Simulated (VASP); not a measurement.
Set up this calculation in VASP 6.6.1, as the native input.

```yaml
Task: single point
Functional: PBEsol
Potentials_or_basis: VASP PAW PBE potentials, release 64 (Ca_sv, O)
Cutoff: 520 eV
k_mesh: 9 × 9 × 9
Occupations: fermi-dirac, width 0.05 eV
Spin: no spin polarisation
Dipole_correction: no
Further_INCAR_settings: ALGO = Normal; EDIFF = 1e-06; NBANDS = 15
```

The structure of CaO lies in POSCAR:

```
CaO
1.0
    0.0000000000      2.3838000000      2.3838000000
    2.3838000000      0.0000000000      2.3838000000
    2.3838000000      2.3838000000      0.0000000000
Ca O
1 1
Direct
    0.0000000000      0.0000000000      0.0000000000
    0.5000000000      0.5000000000      0.5000000000
```

The input as run:

INCAR

```
SYSTEM = CaO
PREC     = Accurate       ! precision mode
ENCUT    = 520            ! plane-wave cutoff, eV
EDIFF    = 1E-6           ! SCF threshold, eV
ISMEAR   = -1             ! smearing method
SIGMA    = 0.05           ! smearing width, eV
LREAL    = .False.        ! projectors in reciprocal space
LASPH    = .True.         ! aspherical terms in the spheres
NELM     = 80             ! most SCF steps
ALGO     = Normal         ! electronic algorithm
ISIF     = 2              ! what is computed and relaxed
LWAVE    = .False.        ! write WAVECAR
LCHARG   = .False.        ! write CHGCAR
GGA      = PS             ! functional
NBANDS   = 15             ! bands
```

KPOINTS

```
regular mesh
0
Gamma
  9 9 9
  0 0 0
```

Potentials or basis: VASP PAW PBE potentials, release 64 (Ca_sv, O).

Command:

```sh
$ cat potpaw_PBE.64/Ca_sv/POTCAR potpaw_PBE.64/O/POTCAR > POTCAR
$ mpirun -np 1 vasp_std > vasp.out
```

Results of the run:

The pressure is 0.6 GPa and the band gap on the k mesh is 3.58 eV, indirect (least direct gap 3.95 eV).

Caveat: the PAW data sets were made with another functional, which shifts forces and pressure a little.

Wall time 25 s on 1 thread of Intel(R) Xeon(R) Platinum 8375C CPU @ 2.90GHz (Ice Lake), with other jobs on the host, peak memory 0.16 GiB.
